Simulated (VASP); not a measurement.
# Zn4S3O in VASP: notebook, part 2 of 2

VASP 6.6.1.

## Step 6: Relaxation of cell and atoms, PBE

This run uses another cell than the first one, of the same volume but with other edges.

INCAR reads:

```
ALGO = Normal
EDIFF = 1E-6
EDIFFG = -0.01
ENCUT = 600
GGA = PE
IBRION = 2
ISIF = 3
ISMEAR = 0
LASPH = True
LCHARG = False
LREAL = False
LWAVE = False
NELM = 80
NSW = 100
PREC = Accurate
SIGMA = 0.02
```

KPOINTS reads:

```
k-points
0
Gamma
  8 8 8
```

POSCAR reads:

```
Zn4S3O
1.0
   -2.6225829000      2.6225829000      5.1995407000
    2.6225829000     -2.6225829000      5.1995407000
    2.6225829000      2.6225829000     -5.1995407000
Zn S O
4 3 1
Direct
    0.6615950000      0.6615950000      0.5528380000
    0.8912430000      0.3384050000      0.0000000000
    0.1087570000      0.1087570000      0.4471620000
    0.3384050000      0.8912430000      0.0000000000
    0.2500000000      0.7500000000      0.5000000000
    0.5000000000      0.5000000000      0.0000000000
    0.7500000000      0.2500000000      0.5000000000
    0.0000000000      0.0000000000      0.0000000000
```

Potentials or basis: VASP PAW PBE potentials, release 64 (Zn, S, O).

Run with:

```bash
> cat potpaw_PBE.64/Zn/POTCAR potpaw_PBE.64/S/POTCAR potpaw_PBE.64/O/POTCAR > POTCAR
> mpirun -np 1 vasp_std > vasp.out
```

OUTCAR:

```text
EDIFF = 1E-6
   EDIFFG = -0.01
   ENCUT = 600
   GGA = PE
   IBRION = 2
   ISIF = 3
   ISMEAR = 0
   LASPH = True
   LREAL = False
   NELM = 80
   NSW = 100
   PREC = Accurate

 ion  position               nearest neighbor table
   1  0.662  0.662  0.553-   8 2.04   7 2.34   5 2.34   6 2.37
   2  0.891  0.338  0.000-   8 2.04   5 2.34   7 2.34   6 2.37
   3  0.109  0.109  0.447-   8 2.04   7 2.34   5 2.34   6 2.37
   4  0.338  0.891  0.000-   8 2.04   7 2.34   5 2.34   6 2.37
   5  0.250  0.750  0.500-   1 2.34   3 2.34   4 2.34   2 2.34
   6  0.500  0.500  0.000-   1 2.37   2 2.37   4 2.37   3 2.37
   7  0.750  0.250  0.500-   1 2.34   2 2.34   3 2.34   4 2.34
   8  0.000  0.000  0.000-   1 2.04   2 2.04   3 2.04   4 2.04

  LATTYP: Found a body centered tetragonal cell.
 ALAT       =     5.2451658000
 C/A-ratio  =     1.9826029904

  Lattice vectors:

[... 403 lines left out ...]

 Free energy of the ion-electron system (eV)
  ---------------------------------------------------
  ext. energy  EPLUGINS =         0.00000000
  ---------------------------------------------------
  free energy    TOTEN  =       -29.10662527 eV

  energy without entropy =      -29.10662527  energy(sigma->0) =      -29.10662527

 E-fermi :   1.9541     XC(G=0):  -9.8406

 val. band max:        1.8588327652   @ k =   0.0000   0.0000   0.0000
 cond. band min:       3.1962241811   @ k =   0.0000   0.0000   0.0000
 fundamental gap:      1.3373914160
 Fermi energy:         1.9541235903

 k-point     1 :       0.0000    0.0000    0.0000
  band No.  band energies     occupation
      1     -15.6571      2.00000
      2     -10.8880      2.00000
      3      -9.8247      2.00000
      4      -9.7012      2.00000
      5      -4.4204      2.00000
      6      -4.3452      2.00000
[... 1093 lines left out ...]
     42       8.2674      0.00000
     43       8.4363      0.00000

 [... further k-points ...]
[... 5 lines left out ...]
  --------------------------------------------------------------------------------------
  -------------------------------------------------------------------------------------
  Total       -0.0004718     -0.0004718      0.0335485      0.0000000      0.0000000     -0.0000000
  in kB       -0.0052689     -0.0052689      0.3746310      0.0000000      0.0000000     -0.0000000
  external PRESSURE =       0.1213644 kB  Pullay stress =       0.0000000 kB
[... 23 lines left out ...]
  FREE ENERGIE OF THE ION-ELECTRON SYSTEM (eV)
  ---------------------------------------------------
  free  energy   TOTEN  =       -29.1066252720 eV

  energy  without entropy=      -29.1066252720  energy(sigma->0) =      -29.10662527

 reached required accuracy - stopping structural energy minimisation
```

OSZICAR:

```text
N       E                     dE             d eps       ncg     rms          rms(c)
DAV:   1     0.632375046515E+03    0.63238E+03   -0.36683E+04  5074   0.231E+03
DAV:   2     0.601126495882E+02   -0.57226E+03   -0.55689E+03  5098   0.500E+02
DAV:   3    -0.273265932589E+02   -0.87439E+02   -0.86048E+02  5556   0.172E+02
[... 41 lines left out ...]
DAV:   3    -0.291066041993E+02    0.23978E-06   -0.10588E-06  2587   0.781E-03
   5 F= -.29106604E+02 E0= -.29106604E+02  d E =-.339366E-03
       N       E                     dE             d eps       ncg     rms          rms(c)
DAV:   1    -0.291066271060E+02   -0.22667E-04   -0.58249E-03  5260   0.411E-01    0.210E-02
DAV:   2    -0.291066256744E+02    0.14316E-05   -0.47242E-05  6613   0.718E-02    0.957E-03
DAV:   3    -0.291066252720E+02    0.40241E-06   -0.32324E-06  4375   0.125E-02
   6 F= -.29106625E+02 E0= -.29106625E+02  d E =-.210727E-04
```

CONTCAR:

```text
Zn4S3O
   1.00000000000000
    -2.6250411451220348    2.6250411451220348    5.2053281905718380
     2.6250411451220348   -2.6250411451220348    5.2053281905718380
     2.6250411451220348    2.6250411451220348   -5.2053281905718380
  Zn              S               O
     4     3     1
Direct
     0.6613567218044105    0.6613567218044105    0.5525424090935829
     0.8911856872891724    0.3386432781955895    0.0000000000000000
     0.1088143127108276    0.1088143127108276    0.4474575909064171
     0.3386432781955895    0.8911856872891724    1.0000000000000000
     0.2500000000000000    0.7500000000000000    0.5000000000000000
     0.5000000000000000    0.5000000000000000    0.0000000000000000
     0.7500000000000000    0.2500000000000000    0.5000000000000000
     0.0000000000000000    0.0000000000000000    0.0000000000000000

  0.00000000E+00  0.00000000E+00  0.00000000E+00
  0.00000000E+00  0.00000000E+00  0.00000000E+00
  0.00000000E+00  0.00000000E+00  0.00000000E+00
  0.00000000E+00  0.00000000E+00  0.00000000E+00
  0.00000000E+00  0.00000000E+00  0.00000000E+00
  0.00000000E+00  0.00000000E+00  0.00000000E+00
  0.00000000E+00  0.00000000E+00  0.00000000E+00
  0.00000000E+00  0.00000000E+00  0.00000000E+00
```

It took 51 min on 1 thread of Oxide Virtual Turin-like, shared host; peak memory 0.63 GiB.

What came out:

```yaml
Free_energy: -29.1066 eV
Relaxed_volume: 17.93 Å³/atom
Relaxed_cell: a = 6.394 Å, b = 6.394 Å, c = 6.394 Å, α = 131.52°, β = 131.52°, γ = 70.99°
Space_group_after_relaxing_to_0.1_Å: I-42m (No. 121)
Energy_gained_by_relaxing: 0.0 meV/atom
Ionic_steps: 6
Pressure_after_relaxing: 0.0 GPa
Largest_force_after_relaxing: 0.005 eV/Å
Band_gap_on_the_k_mesh: 1.34 eV
```

Forces on the atoms (eV/Å):
```
Zn  -0.003 -0.003 -0.003
Zn   0.003 -0.003  0.003
Zn   0.003  0.003 -0.003
Zn  -0.003  0.003  0.003
S    0.000  0.000  0.000
S    0.000  0.000  0.000
S    0.000  0.000  0.000
O    0.000  0.000  0.000
```

Step by step:
```
step  energy change (eV)  largest force (eV/Å)  pressure (GPa)  volume (Å³)
   1              0.0000                0.0219            0.22       143.05
   2             -0.0003                0.0101           -0.09       143.56
   3             -0.0003                0.0124            0.03       143.46
   4             -0.0003                0.0116           -0.04       143.50
   5             -0.0003                0.0131            0.01       143.49
   6             -0.0004                0.0055            0.01       143.48
```

Final structure:
```
Zn S O
1.0
    -2.62504    2.62504    5.20533
     2.62504   -2.62504    5.20533
     2.62504    2.62504   -5.20533
Zn S O
4 3 1
Direct
  0.66136 0.66136 0.55254
  0.89119 0.33864 0.00000
  0.10881 0.10881 0.44746
  0.33864 0.89119 0.00000
  0.25000 0.75000 0.50000
  0.50000 0.50000 0.00000
  0.75000 0.25000 0.50000
  0.00000 0.00000 0.00000
```

A k mesh can miss the band edges.

## Step 7: Summary

```csv
task,cell,k mesh,cutoff (eV),smearing,gap on the mesh (eV),pressure (GPa),largest force (eV/Å)
single point,"a = 5.245, b = 5.245, c = 6.387 Å, angles 114.2, 114.2, 90.0°, 8 atoms",4 × 4 × 4,520,gaussian 0.1 eV,1.34,0.2,0.02
single point,"a = 6.387 Å, angles 131.5, 131.5, 71.0°, 8 atoms",6 × 6 × 6,520,gaussian 0.1 eV,1.34,0.2,0.02
single point,"a = 5.246, b = 5.250, c = 6.381 Å, angles 114.3, 114.3, 90.0°, 8 atoms",4 × 4 × 4,520,gaussian 0.1 eV,1.34,0.3,0.04
single point,"a = 6.387 Å, angles 131.5, 131.5, 71.0°, 8 atoms",8 × 8 × 8,520,gaussian 0.02 eV,1.34,0.2,0.02
relaxation of cell and atoms,"relaxed from a = 6.387 Å, angles 131.5, 131.5, 71.0°, 8 atoms",8 × 8 × 8,600,gaussian 0.02 eV,1.34,0.0,0.01
```

Alike in all rows: level PBE; potentials or basis VASP PAW PBE potentials, release 64 (Zn, S, O); no spin polarisation.

Total energies depend on the potentials used, so only differences within one code and one set of settings carry meaning.
